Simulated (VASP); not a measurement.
Set up this calculation in VASP 6.6.1, as the native input.

```yaml
Task: single point
Functional: r2SCAN
Potentials_or_basis: VASP PAW PBE potentials, release 64 (Zr_sv, Co, C)
Cutoff: 520 eV
k_mesh: 8 × 8 × 11
Occupations: gaussian, width 0.0871 eV
Spin: no spin polarisation
Dipole_correction: no
Further_INCAR_settings: ALGO = Normal; EDIFF = 1e-06; NBANDS = 32
```

The system is ZrCo3C2.

```
Zr Co C
1.0
     2.41776    4.18769    0.00000
    -2.41776    4.18769    0.00000
     0.00000    0.00000    3.02581
Zr Co C
1 3 2
Direct
  0.00000 0.00000 0.00000
  0.50000 0.50000 0.50000
  0.50000 0.00000 0.50000
  0.00000 0.50000 0.50000
  0.33330 0.33340 0.00000
  0.66660 0.66670 0.00000
```

These files were run (other wordings do the same):

POSCAR

```
ZrCo3C2
1.0
    2.4177640000      4.1876890000      0.0000000000
   -2.4177640000      4.1876890000      0.0000000000
    0.0000000000      0.0000000000      3.0258100000
Zr Co C
1 3 2
Direct
    0.0000000000      0.0000000000      0.0000000000
    0.5000000000      0.5000000000      0.5000000000
    0.5000000000      0.0000000000      0.5000000000
    0.0000000000      0.5000000000      0.5000000000
    0.3333000000      0.3334000000      0.0000000000
    0.6666000000      0.6667000000      0.0000000000
```

INCAR.step1

```
SYSTEM = ZrCo3C2
PREC = Accurate ; ENCUT = 520
ISMEAR = 0 ; SIGMA = 0.0871
LREAL = .FALSE. ; LASPH = .TRUE.
NELM = 100 ; NBANDS = 32
GGA = PE ; ALGO = Normal
EDIFF = 1E-4 ; LWAVE = .TRUE.
LCHARG = .FALSE.
```

INCAR.step2

```
SYSTEM = ZrCo3C2
PREC = Accurate ; ENCUT = 520
EDIFF = 1E-6 ; ISMEAR = 0
SIGMA = 0.0871 ; LREAL = .FALSE.
LASPH = .TRUE. ; NELM = 100
ALGO = Normal ; ISIF = 2
LWAVE = .FALSE. ; LCHARG = .FALSE.
METAGGA = R2SCAN ; LMIXTAU = .TRUE.
NBANDS = 32 ; ISTART = 1
```

KPOINTS

```
Automatic mesh
0
G
  8 8 11
  0 0 0
```

Potentials or basis: VASP PAW PBE potentials, release 64 (Zr_sv, Co, C).

The run is started by

```console
$ cat potpaw_PBE.64/Zr_sv/POTCAR potpaw_PBE.64/Co/POTCAR potpaw_PBE.64/C/POTCAR > POTCAR
$ cp INCAR.step1 INCAR
$ mpirun -np 1 vasp_std > vasp.out
$ cp INCAR.step2 INCAR
$ mpirun -np 1 vasp_std > vasp.out
```

It gave:

```
Pressure               : -13.4 GPa
Band gap on the k mesh : zero (an odd number of electrons rules out a gap without spin polarisation)
```

Caveat: the cell stands under tension; the PAW data sets were made with another functional, which shifts forces and pressure a little; the run has no spin polarisation, though such a crystal can be magnetic.

Run time: 14 min on 1 thread of Intel Xeon 8259CL, on a shared host, peak memory 0.35 GiB.
